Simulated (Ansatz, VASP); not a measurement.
**Two plane-wave programs on Al**

File POSCAR:

```
Al
1.0
    0.0000000000      2.0248050000      2.0248050000
    2.0248050000      0.0000000000      2.0248050000
    2.0248050000      2.0248050000      0.0000000000
Al
1
Direct
    0.0000000000      0.0000000000      0.0000000000
```

The input INCAR.step1:

```
SYSTEM = Al
ALGO = Normal
EDIFF = 1E-4
ENCUT = 600
GGA = PE
ISMEAR = -1
LASPH = .TRUE.
LCHARG = .FALSE.
LREAL = .FALSE.
LWAVE = .TRUE.
NELM = 100
PREC = Accurate
SIGMA = 0.1
```

File INCAR.step2:

```
SYSTEM = Al
ALGO = Normal
EDIFF = 1E-6
EDIFFG = -0.01
ENCUT = 600
IBRION = 2
ISIF = 3
ISMEAR = -1
ISTART = 1
LASPH = .TRUE.
LCHARG = .FALSE.
LMIXTAU = .TRUE.
LREAL = .FALSE.
LWAVE = .FALSE.
METAGGA = R2SCAN
NELM = 100
NSW = 60
PREC = Accurate
SIGMA = 0.1
```

The input KPOINTS:

```
k-points
0
G
  11 11 11
  0 0 0
```

input.yaml

```yaml
crystal:
  lattice:
    - [0.0, 2.024805, 2.024805]
    - [2.024805, 0.0, 2.024805]
    - [2.024805, 2.024805, 0.0]
  atoms:
    - { symbol: Al, position: [0.0, 0.0, 0.0] }
hamiltonian:
  xc: r2scan
  pseudopotentials: { kind: paw, accuracy: stringent }
kpoints:
  mp_grid: { grid: [11, 11, 11] }
scf:
  occupations: { method: fermi_dirac, width: 0.1 }
output:
  forces: true
  stress: true
  write_density: true
  write_potential: true
  elf: true
  volumetric_format: npy
relax:
  f_tol: 0.01
  max_steps: 40
  cell: { stress_tol: 0.05 }
```

Alike in both runs: task relaxation of cell and atoms; functional r2SCAN; k mesh 11 × 11 × 11; occupations fermi-dirac, width 0.1 eV; no spin polarisation.

|  | VASP | Ansatz |
| --- | --- | --- |
| version | VASP 6.6.1 | Ansatz 0.2.0 |
| potentials or method | VASP PAW PBE potentials, release 64 (Al) | SSSP precision PAW |
| plane-wave cutoff (eV) | 600 | 408 |
| valence electrons in the cell | 3 | 3 |

Ansatz gave:

```
gap on the k mesh at the Fermi level, each at its own relaxed structure (eV) : none
relaxed volume (Å³/atom)                                                     : 15.98
relaxed cell length with the largest relative difference (Å)                 : 2.827
```

Which values does VASP return?

gap on the k mesh at the Fermi level, each at its own relaxed structure (eV): none; relaxed volume (Å³/atom): 15.90; relaxed cell length with the largest relative difference (Å): 2.822.

VASP's potentials were made for PBE, not for r2SCAN. A gap of «none» marks a metal or a gap that the smearing closes.

Noted on Ansatz's run: the plane-wave basis is chosen anew once the cell has moved, so the energies of steps on either side of that aren't comparable.
